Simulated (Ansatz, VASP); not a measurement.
# One calculation of Si8Ni4B, two programs

INCAR

```
ALGO = Normal
EDIFF = 1E-6
ENCUT = 520
GGA = PS
GGA_COMPAT = F
ISIF = 2
ISMEAR = 1
LASPH = T
LCHARG = T
LELF = T
LREAL = F
LVHAR = T
LWAVE = F
NBANDS = 50
NELM = 120
PREC = Accurate
SIGMA = 0.1
```

File KPOINTS:

```
k-points
0
Gamma
  3 3 3
```

The input POSCAR:

```
Si8Ni4B
1.0
    5.4428764300      0.0000000000      0.0000000000
    0.0000000000      5.4428764300      0.0000000000
    0.0000000000      0.0000000000      5.4428764300
Si Ni B
8 4 1
Direct
    0.1988043400      0.2926042100      0.2929123500
    0.2531304000      0.7490010700      0.7494338100
    0.7418549900      0.2376866900      0.7498559100
    0.7421874800      0.7490828300      0.2384476400
    0.2454984100      0.2458451800      0.7384622000
    0.2453020500      0.7380477400      0.2464382400
    0.7532195300      0.2457793600      0.2461770800
    0.7237314400      0.7675769600      0.7679887700
    0.0147928700     -0.0024215400     -0.0019558300
   -0.0314495300      0.5220939100      0.5229921600
    0.4936718300     -0.0024432200      0.4770018700
    0.4936483800      0.4769129500     -0.0019559600
    0.4036476200      0.0879575800      0.0881614500
```

Input for Ansatz:

```yaml
crystal:
  lattice:
    - [5.44287643, 0.0, 0.0]
    - [0.0, 5.44287643, 0.0]
    - [0.0, 0.0, 5.44287643]
  atoms:
    - { symbol: Si, position: [0.19880434, 0.29260421, 0.29291235] }
    - { symbol: Si, position: [0.2531304, 0.74900107, 0.74943381] }
    - { symbol: Si, position: [0.74185499, 0.23768669, 0.74985591] }
    - { symbol: Si, position: [0.74218748, 0.74908283, 0.23844764] }
    - { symbol: Si, position: [0.24549841, 0.24584518, 0.7384622] }
    - { symbol: Si, position: [0.24530205, 0.73804774, 0.24643824] }
    - { symbol: Si, position: [0.75321953, 0.24577936, 0.24617708] }
    - { symbol: Si, position: [0.72373144, 0.76757696, 0.76798877] }
    - { symbol: Ni, position: [0.01479287, -0.00242154, -0.00195583] }
    - { symbol: Ni, position: [-0.03144953, 0.52209391, 0.52299216] }
    - { symbol: Ni, position: [0.49367183, -0.00244322, 0.47700187] }
    - { symbol: Ni, position: [0.49364838, 0.47691295, -0.00195596] }
    - { symbol: B, position: [0.40364762, 0.08795758, 0.08816145] }
basis:
  ecutwfc: 420
  xc_grid: 2
hamiltonian:
  xc: pbesol
  pseudopotentials: { kind: paw, azcp: { folder: soft_1 } }
kpoints:
  mp_grid: { grid: [3, 3, 3] }
scf:
  occupations: { method: methfessel_paxton, width: 0.1 }
  max_iter: 140
output:
  forces: true
  eigenvalues: true
checkpoint:
  write: "../q0.end.pbesol.run"
  compress: false
  write_wavefunctions: false
  write_every: 100000
```

Alike in both runs: task single point; functional PBEsol; k mesh 3 × 3 × 3; occupations methfessel-paxton of order 1, width 0.1 eV; no spin polarisation.

```csv
,VASP,Ansatz
version,VASP 6.6.1,Ansatz 0.2.0
potentials or method,"VASP PAW PBE potentials, release 64 (Si, Ni, B), cutoff 520 eV",plane-wave PAW DFT
valence electrons in the cell,75,107
```

|  | VASP | Ansatz | Ansatz less VASP |
| --- | --- | --- | --- |
| rms of the force components (eV/Å) | 0.018 | 0.025 | +0.0070 |

VASP's potentials were made for PBE, not for PBEsol, and Ansatz warns of the same on its side. Atom by atom the forces differ by 0.010 eV/Å (rms over components). VASP's potentials hold 75 valence electrons a cell and Ansatz's 107, so a difference there can come from the potentials and not from the codes.

The k mesh is coarse, so the values compare programs but aren't converged.
